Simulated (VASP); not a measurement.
Pb, 2 atoms in the cell. The structure is hexagonal, space group P6_3/mmc (No. 194). The conventional cell has a = 3.472 Å, b = 3.472 Å, c = 5.997 Å, α = 90.00°, β = 90.00°, γ = 120.00°. Pb (site symmetry -6m2) has 12 Pb at 3.47 to 3.61 Å within 4.6 Å. 

| Item | Value |
| --- | --- |
| Program | VASP 6.6.1 |
| Task | single point |
| Functional | PBE |
| Potentials or basis | VASP PAW PBE potentials, release 64 (Pb_d) |
| Cutoff | 500 eV |
| k mesh | 6 × 2 × 1 |
| Occupations | gaussian, width 0.1 eV |
| Spin | no spin polarisation |
| Dipole correction | no |
| Further INCAR settings | ALGO = Normal; EDIFF = 1e-06; NBANDS = 21; ISYM = 0 |

Potentials or basis: VASP PAW PBE potentials, release 64 (Pb_d).

Launch:

```sh
$ cat potpaw_PBE.64/Pb_d/POTCAR > POTCAR
$ mpirun -np 1 vasp_std > vasp.out
```

Hardware: 1 thread of Intel(R) Xeon(R) Platinum 8488C (Sapphire Rapids), on a shared host.

Task: How long does it take, and how much memory?

Result: It took 9.4 s on 1 thread of Intel(R) Xeon(R) Platinum 8488C (Sapphire Rapids), with other jobs on the host, peak memory 0.17 GiB. Counts: scf iterations 11, k points 8.
